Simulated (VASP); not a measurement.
# SiO2 (I-42d) in VASP: settings compared

SiO2 is run at these levels: PBE, r2SCAN; tasks: single point.

Program: VASP 6.6.1. These are calculated values, not measurements. Logs are shortened: lines on timing, memory, paths and dates and some standing lists are left out, and cuts for length are marked.

## 1. The cell of the first run

Symmetry: I-42d, No. 122, tetragonal system. Conventional cell: a = 5.125 Å, b = 5.125 Å, c = 7.523 Å, α = 90.00°, β = 90.00°, γ = 90.00°. Si (site symmetry -4) has 4 O at 1.66 Å within 2.2 Å. Within 2.2 Å of O (site symmetry 2) lie 2 Si at 1.66 Å.

## 2. Single point, PBE (16.47 Å³/atom)

The input, INCAR:

```
SYSTEM = SiO2
PREC     = Accurate       ! precision mode
ENCUT    = 520            ! plane-wave cutoff, eV
EDIFF    = 1E-7           ! SCF threshold, eV
ISMEAR   = 0              ! smearing method
SIGMA    = 0.01           ! smearing width, eV
LREAL    = .False.        ! projectors in reciprocal space
LASPH    = .True.         ! aspherical terms in the spheres
NELM     = 80             ! most SCF steps
ALGO     = Normal         ! electronic algorithm
ISIF     = 2              ! what is computed and relaxed
LWAVE    = .False.        ! write WAVECAR
LCHARG   = .False.        ! write CHGCAR
GGA      = PE             ! functional
NBANDS   = 25             ! bands
```

The input, KPOINTS:

```
regular mesh
0
Gamma
  6 6 6
  0 0 0
```

The input, POSCAR:

```
SiO2
1.0
   -2.5626638011      2.5626638011      3.7617495953
    2.5626638011     -2.5626638011      3.7617495953
    2.5626638011      2.5626638011     -3.7617495953
Si O
2 4
Direct
    0.0000000000      0.0000000000      0.0000000000
    0.7500000000      0.2500000000      0.5000000000
    0.9670112386      0.6250000000      0.8420112386
    0.3750000000      0.2170112386      0.3420112386
    0.7829887614      0.1250000000      0.1579887614
    0.8750000000      0.0329887614      0.6579887614
```

Potentials or basis: VASP PAW PBE potentials, release 64 (Si, O).

Run with:

```
$ cat potpaw_PBE.64/Si/POTCAR potpaw_PBE.64/O/POTCAR > POTCAR
$ mpirun -np 1 vasp_std > vasp.out
```

OUTCAR:

```text
SYSTEM = SiO2
   PREC = Accurate
   ENCUT = 520
   EDIFF = 1E-7
   ISMEAR = 0
   LREAL = .False.
   LASPH = .True.
   NELM = 80
   ISIF = 2
   GGA = PE

 ion  position               nearest neighbor table
   1  0.000  0.000  0.000-   4 1.66   6 1.66   5 1.66   3 1.66
   2  0.750  0.250  0.500-   3 1.66   5 1.66   6 1.66   4 1.66
   3  0.967  0.625  0.842-   2 1.66   1 1.66
   4  0.375  0.217  0.342-   1 1.66   2 1.66
   5  0.783  0.125  0.158-   2 1.66   1 1.66
   6  0.875  0.033  0.658-   1 1.66   2 1.66

  LATTYP: Found a body centered tetragonal cell.
 ALAT       =     5.1253276022
 C/A-ratio  =     1.4679060100

  Lattice vectors:

 A1 = (  -2.5626638011,   2.5626638011,   3.7617495953)
 A2 = (   2.5626638011,  -2.5626638011,   3.7617495953)
 A3 = (   2.5626638011,   2.5626638011,  -3.7617495953)

Analysis of symmetry for initial positions (statically):
=====================================================================
 Subroutine PRICEL returns:
 Original cell was already a primitive cell.

 Routine SETGRP: Setting up the symmetry group for a
 body centered tetragonal supercell.

 Subroutine GETGRP returns: Found  8 space group operations
 (whereof  4 operations were pure point group operations)
 out of a pool of 16 trial point group operations.

The static configuration has the point symmetry S_4 .
 The point group associated with its full space group is D_2d.

Analysis of symmetry for dynamics (positions and initial velocities):
=====================================================================
 Subroutine PRICEL returns:
 Original cell was already a primitive cell.

 Routine SETGRP: Setting up the symmetry group for a
 body centered tetragonal supercell.

 Subroutine GETGRP returns: Found  8 space group operations
 (whereof  4 operations were pure point group operations)
 out of a pool of 16 trial point group operations.

The dynamic configuration has the point symmetry S_4 .
 The point group associated with its full space group is D_2d.

 Subroutine INISYM returns: Found  8 space group operations
 (whereof  4 operations are pure point group operations),
 and found     1 'primitive' translations

----------------------------------------------------------------------------------------

                                     Primitive cell

  volume of cell :      98.8173

  direct lattice vectors                    reciprocal lattice vectors
    -2.562663801  2.562663801  3.761749595     0.000000000  0.195109479  0.132916875
     2.562663801 -2.562663801  3.761749595     0.195109479  0.000000000  0.132916875
     2.562663801  2.562663801 -3.761749595     0.195109479  0.195109479  0.000000000

  length of vectors
     5.223528648  5.223528648  5.223528648     0.236081775  0.236081775  0.275926472

  position of ions in fractional coordinates (direct lattice)
     0.000000000  0.000000000  0.000000000
     0.750000000  0.250000000  0.500000000
     0.967011239  0.625000000  0.842011239
     0.375000000  0.217011239  0.342011239
     0.782988761  0.125000000  0.157988761
     0.875000000  0.032988761  0.657988761

  ion indices of the primitive-cell ions
   primitive index   ion index
                 1           1
                 2           2
                 3           3
                 4           4
                 5           5
                 6           6

----------------------------------------------------------------------------------------

 KPOINTS: regular mesh

Automatic generation of k-mesh.
 Grid dimensions read from file:
 generate k-points for:    6    6    6

 Generating k-lattice:

  Cartesian coordinates                     Fractional coordinates (reciprocal lattice)
     0.000000000  0.032518247  0.022152812     0.166666667 -0.000000000  0.000000000
     0.032518247  0.000000000  0.022152812    -0.000000000  0.166666667  0.000000000
     0.032518247  0.032518247  0.000000000     0.000000000  0.000000000  0.166666667

  Length of vectors
     0.039346963  0.039346963  0.045987745

  Shift w.r.t. Gamma in fractional coordinates (k-lattice)
     0.000000000  0.000000000  0.000000000

 Subroutine IBZKPT returns following result:
 ===========================================

 Found     30 irreducible k-points:

 Following reciprocal coordinates:
            Coordinates               Weight
  0.000000  0.000000  0.000000      1.000000
  0.166667  0.000000 -0.000000      8.000000
  0.333333  0.000000 -0.000000      8.000000
  0.500000 -0.000000  0.000000      4.000000
  0.166667  0.166667 -0.000000      8.000000
  0.333333  0.166667  0.000000     16.000000
[... 16 lines left out ...]
 -0.333333 -0.333333  0.166667      8.000000
 -0.166667 -0.333333  0.166667      8.000000
 [... further k-points ...]
   k-points           NKPTS =     30   k-points in BZ     NKDIM =     30   number of bands    NBANDS=     25
   number of dos      NEDOS =    301   number of ions     NIONS =      6
   total plane-waves  NPLWV =  64000
   dimension x,y,z NGX =    40 NGY =   40 NGZ =   40
   dimension x,y,z NGXF=    80 NGYF=   80 NGZF=   80
   ions per type =               2   4
   NGX,Y,Z   is equivalent  to a cutoff of  12.73, 12.73, 12.73 a.u.
   NGXF,Y,Z  is equivalent  to a cutoff of  25.46, 25.46, 25.46 a.u.
 SYSTEM =  SiO2
   PREC   = accura    normal or accurate (medium, high low for compatibility)
   ISTART =      0    job   : 0-new  1-cont  2-samecut
   ICHARG =      2    charge: 1-file 2-atom 10-const
   ISPIN  =      1    spin polarized calculation?
   LNONCOLLINEAR =      F non collinear calculations
   LSORBIT =      F    spin-orbit coupling
   LASPH  =      T    aspherical Exc in radial PAW
   ENCUT  =  520.0 eV  38.22 Ry    6.18 a.u.   9.71  9.71  9.71*2*pi/ulx,y,z
   NELM   =     80;   NELMIN=  2; NELMDL= -5     # of ELM steps
   EDIFF  = 0.1E-06   stopping-criterion for ELM
   LREAL  =      F    real-space projection
   EDIFFG = 0.1E-05   stopping-criterion for IOM
   NSW    =      0    number of steps for IOM
   IBRION =     -1    ionic relax: 0-MD 1-quasi-New 2-CG
   NFREE  =      0    steps in history (QN), initial steepest desc. (CG)
   ISIF   =      2    stress and relaxation
   ISYM   =      2    0-nonsym 1-usesym 2-fastsym
   POTIM  = 0.5000    time-step for ionic-motion
   TEBEG  =    0.0;   TEEND  =   0.0 temperature during run
   PSTRESS=    0.0 pullay stress
   NELECT =      32.0000    total number of electrons
   NUPDOWN=      -1.0000    fix difference up-down
   EMIN   =  10.00;   EMAX   =-10.00  energy-range for DOS
   EFERMI =   0.00;   METHOD = LEGACY
   ISMEAR =     0;   SIGMA  =   0.01  broadening in eV -4-tet -1-fermi 0-gaus
   EFERMI_NEDOS =   21; number of points for ismear=-14 and -15
   IALGO  =     38    algorithm
   IMIX   =      4    mixing-type and parameters
     AMIX     =   0.40;   BMIX     =  1.00
     AMIX_MAG =   1.60;   BMIX_MAG =  1.00
  volume/ion in A,a.u.               =      16.47       111.14
  Fermi-wavevector in a.u.,A,eV,Ry     =   1.124209  2.124447 17.195671  1.263846
  Thomas-Fermi vector in A             =   2.260880
   LORBIT       =      0    0 simple, 1 ext, 2 COOP (PROOUT), +10 PAW based schemes
   GGA     = PE    functional components
   LHFCALC =     F    Hartree Fock is set to
   AEXX    =    0.0000 exact exchange contribution
   IVDW    =     0    specifies the selected vdW correction
   LEPSILON=     F    determine dielectric tensor
   LRPA    =     F    only Hartree local field effects (RPA)
 non-spin polarized calculation
 Gauss-broadening in eV      SIGMA  =   0.01
  energy-cutoff  :      520.00
  volume of cell :       98.82
 maximum number of plane-waves:      2706
   NGX = 19   NGY = 19   NGZ = 19

 number of electron      32.0000001 magnetization

 Free energy of the ion-electron system (eV)
  ---------------------------------------------------
  ext. energy  EPLUGINS =         0.00000000
  ---------------------------------------------------
  free energy    TOTEN  =       -47.35623974 eV

  energy without entropy =      -47.35623974  energy(sigma->0) =      -47.35623974

 E-fermi :  -0.8555     XC(G=0):  -7.7907

 val. band max:       -0.9924731436   @ k =   0.0000   0.0000   0.0000
 cond. band min:       4.3506090085   @ k =   0.0000   0.0000   0.0000
 fundamental gap:      5.3430821521
 Fermi energy:        -0.8554688789

 k-point     1 :       0.0000    0.0000    0.0000
  band No.  band energies     occupation
      1     -19.8049      2.00000
      2     -17.9553      2.00000
      3     -17.9553      2.00000
      4     -17.9045      2.00000
      5     -10.0748      2.00000
      6      -6.3188      2.00000
[... 17 lines left out ...]
     24      11.6359      0.00000
     25      12.0351      0.00000

 k-point     2 :       0.1667    0.0000   -0.0000
  band No.  band energies     occupation
      1     -19.7309      2.00000
      2     -18.0658      2.00000
      3     -17.9586      2.00000
      4     -17.9215      2.00000
      5      -9.8701      2.00000
      6      -6.4069      2.00000
[... 17 lines left out ...]
     24      11.3780      0.00000
     25      11.8215      0.00000

 k-point     3 :       0.3333    0.0000   -0.0000
  band No.  band energies     occupation
      1     -19.5440      2.00000
      2     -18.3469      2.00000
      3     -17.9646      2.00000
      4     -17.9315      2.00000
      5      -9.3965      2.00000
      6      -6.7097      2.00000
[... 17 lines left out ...]
     24      10.9005      0.00000
     25      11.9959      0.00000

 k-point     4 :       0.5000   -0.0000    0.0000
  band No.  band energies     occupation
      1     -19.4114      2.00000
      2     -18.5257      2.00000
      3     -17.9673      2.00000
      4     -17.9360      2.00000
      5      -9.1017      2.00000
      6      -6.9304      2.00000
[... 17 lines left out ...]
     24      11.1045      0.00000
     25      11.6842      0.00000

 k-point     5 :       0.1667    0.1667   -0.0000
  band No.  band energies     occupation
      1     -19.6146      2.00000
      2     -18.2373      2.00000
      3     -17.9647      2.00000
      4     -17.9353      2.00000
      5      -9.5598      2.00000
      6      -6.6234      2.00000
[... 17 lines left out ...]
     24      11.3085      0.00000
     25      11.8652      0.00000

 k-point     6 :       0.3333    0.1667    0.0000
  band No.  band energies     occupation
      1     -19.4144      2.00000
      2     -18.5149      2.00000
      3     -17.9698      2.00000
      4     -17.9418      2.00000
      5      -9.0800      2.00000
      6      -7.0313      2.00000
[... 17 lines left out ...]
     24      11.1307      0.00000
     25      11.8477      0.00000
[... 393 lines left out ...]
 k-point    21 :      -0.3333    0.5000    0.1667
  band No.  band energies     occupation
      1     -19.2050      2.00000
      2     -18.7577      2.00000
      3     -17.9739      2.00000
      4     -17.9597      2.00000
      5      -8.5708      2.00000
      6      -7.5284      2.00000
[... 17 lines left out ...]
     24      11.1805      0.00000
     25      11.8167      0.00000

 k-point    22 :      -0.1667    0.5000    0.1667
  band No.  band energies     occupation
      1     -19.3575      2.00000
      2     -18.5810      2.00000
      3     -17.9712      2.00000
      4     -17.9521      2.00000
      5      -8.9381      2.00000
      6      -7.0969      2.00000
[... 17 lines left out ...]
     24      11.2410      0.00000
     25      11.8847      0.00000

 k-point    23 :      -0.3333   -0.3333    0.1667
  band No.  band energies     occupation
      1     -19.3596      2.00000
      2     -18.5692      2.00000
      3     -17.9745      2.00000
      4     -17.9613      2.00000
      5      -8.9055      2.00000
      6      -7.1431      2.00000
[... 17 lines left out ...]
     24      11.2573      0.00000
     25      11.9665      0.00000

 k-point    24 :      -0.1667   -0.3333    0.1667
  band No.  band energies     occupation
      1     -19.5447      2.00000
      2     -18.3239      2.00000
      3     -17.9676      2.00000
      4     -17.9565      2.00000
      5      -9.3629      2.00000
      6      -6.6931      2.00000
[... 17 lines left out ...]
     24      11.2903      0.00000
     25      12.0156      0.00000

 [... further k-points ...]

------------------------ aborting loop because EDIFF is reached ----------------------------------------

  FORCE on cell =-STRESS in cart. coord.  units (eV):
  Direction    XX          YY          ZZ          XY          YZ          ZX
  --------------------------------------------------------------------------------------
  -------------------------------------------------------------------------------------
  Total       -4.8411307     -4.8411307     -4.8030316      0.0000000      0.0000000      0.0000000
  in kB      -78.4917927    -78.4917927    -77.8740710      0.0000000      0.0000000      0.0000000
  external PRESSURE =     -78.2858855 kB  Pullay stress =       0.0000000 kB

 VOLUME and BASIS-vectors are now :
 -----------------------------------------------------------------------------
  energy-cutoff  :      520.00
  volume of cell :       98.82
      direct lattice vectors                 reciprocal lattice vectors
    -2.562663801  2.562663801  3.761749595     0.000000000  0.195109479  0.132916875
     2.562663801 -2.562663801  3.761749595     0.195109479  0.000000000  0.132916875
     2.562663801  2.562663801 -3.761749595     0.195109479  0.195109479  0.000000000

 POSITION                                       TOTAL-FORCE (eV/Angst)
 -----------------------------------------------------------------------------------
      0.00000      0.00000      0.00000        -0.000000     -0.000000      0.000000
     -0.00000      2.56266      1.88087         0.000000     -0.000000     -0.000000
      1.28133      3.03425      2.82131         0.000000     -0.526352     -0.000000
      0.47159      1.28133      0.94044        -0.526352     -0.000000     -0.000000
     -1.28133      2.09108      2.82131         0.000000      0.526352      0.000000
     -0.47159      3.84400      0.94044         0.526352     -0.000000      0.000000
 -----------------------------------------------------------------------------------
    total drift:                               -0.000000     -0.000000     -0.000001

  FREE ENERGIE OF THE ION-ELECTRON SYSTEM (eV)
  ---------------------------------------------------
  free  energy   TOTEN  =       -47.3562397416 eV

  energy  without entropy=      -47.3562397416  energy(sigma->0) =      -47.35623974
```

It took 62 s on 1 thread of AMD EPYC 7R13, shared host; peak memory 0.22 GiB.

Results:

```yaml
Free_energy: -47.3562 eV
Pressure: -7.8 GPa
Largest_force: 0.526 eV/Å
Band_gap_on_the_k_mesh: 5.34 eV
```

Forces on the atoms (eV/Å):
```
Si   0.000  0.000  0.000
Si   0.000  0.000  0.000
O    0.000 -0.526  0.000
O   -0.526  0.000  0.000
O    0.000  0.526  0.000
O    0.526  0.000  0.000
```

Levels at points of the mesh, in eV from the valence-band top:
```
           k point  band 14  band 15  band 16  band 17  band 18  band 19
(0.00, 0.00, 0.00)    -0.68     0.00     0.00     5.34     8.43     9.52
(0.50, 0.00, 0.00)    -0.76    -0.48    -0.13     7.30     8.62     9.38
(0.50, 0.50, 0.00)    -0.90    -0.34    -0.34     8.42     8.42     9.54
(0.50, 0.50, 0.50)    -1.35    -0.31    -0.31     8.34     8.34     9.80
```

Caveat: the cell stands under tension. PBE gaps usually lie below the measured ones, often by a third to a half.

## 3. Single point, r2SCAN (14.01 Å³/atom)

This run uses another cell than the first one, of 14.01 Å³/atom.

The input, POSCAR:

```
SiO2
1.0
   -2.4215005970      2.4215005970      3.5831728816
    2.4215005970     -2.4215005970      3.5831728816
    2.4215005970      2.4215005970     -3.5831728816
Si O
2 4
Direct
    0.0000000000      0.0000000000      0.0000000000
    0.7500000000      0.2500000000      0.5000000000
    0.9733622718      0.6250000000      0.8483622718
    0.3750000000      0.2233622718      0.3483622718
    0.7766377282      0.1250000000      0.1516377282
    0.8750000000      0.0266377282      0.6516377282
```

The input, INCAR.step1:

```
  PREC = Accurate
  ENCUT = 520
  ISMEAR = 0
  SIGMA = 0.01
  LREAL = False
  LASPH = True
  NELM = 100
  NBANDS = 25
  GGA = PE
  ALGO = Normal
  EDIFF = 1E-4
  LWAVE = True
  LCHARG = False
```

The input, INCAR.step2:

```
  PREC = Accurate
  ENCUT = 520
  EDIFF = 1E-6
  ISMEAR = 0
  SIGMA = 0.01
  LREAL = False
  LASPH = True
  NELM = 100
  ALGO = Normal
  ISIF = 2
  LWAVE = False
  LCHARG = False
  METAGGA = R2SCAN
  LMIXTAU = True
  NBANDS = 25
  ISTART = 1
```

The input, KPOINTS:

```
Automatic mesh
0
Gamma
  6 6 6
```

Potentials or basis: VASP PAW PBE potentials, release 64 (Si, O).

Run with:

```
$ cat potpaw_PBE.64/Si/POTCAR potpaw_PBE.64/O/POTCAR > POTCAR
$ cp INCAR.step1 INCAR
$ mpirun -np 1 vasp_std > vasp.out
$ cp INCAR.step2 INCAR
$ mpirun -np 1 vasp_std > vasp.out
```

Run time: 3.8 min. Hardware: 1 thread of AMD EPYC 7R13, shared host; peak memory 0.23 GiB.

It converged, with:

- Free energy: -59.3847 eV
- Pressure: 12.1 GPa
- Largest force: 0.780 eV/Å
- Band gap on the k mesh: 6.85 eV

Forces on the atoms (eV/Å):
```
Si   0.000  0.000  0.000
Si   0.000  0.000  0.000
O    0.000  0.780  0.000
O    0.780  0.000  0.000
O    0.000 -0.780  0.000
O   -0.780  0.000  0.000
```

Stress tensor (GPa, compression positive):
```
12.14  0.00  0.00
 0.00 12.14  0.00
 0.00  0.00 12.01
```

Levels at points of the mesh, in eV from the valence-band top:
| k point | band 12 | band 13 | band 14 | band 15 | band 16 | band 17 | band 18 | band 19 | band 20 | band 21 |
| --- | --- | --- | --- | --- | --- | --- | --- | --- | --- | --- |
| (0.00, 0.00, 0.00) | -1.73 | -1.67 | -0.69 | 0.00 | 0.00 | 6.85 | 9.97 | 12.29 | 12.29 | 12.71 |
| (0.50, 0.00, 0.00) | -1.76 | -1.63 | -0.83 | -0.53 | -0.15 | 9.57 | 9.80 | 10.77 | 11.67 | 12.43 |
| (0.50, 0.50, 0.00) | -2.25 | -1.08 | -1.08 | -0.35 | -0.35 | 10.16 | 10.16 | 11.78 | 11.78 | 12.67 |
| (0.50, 0.50, 0.50) | -2.24 | -1.59 | -1.59 | -0.35 | -0.35 | 9.92 | 9.92 | 11.51 | 11.51 | 13.41 |

Caveat: the cell stands under pressure; the PAW data sets were made with another functional, which shifts forces and pressure a little.

(Part 1 of 2 ends here.)
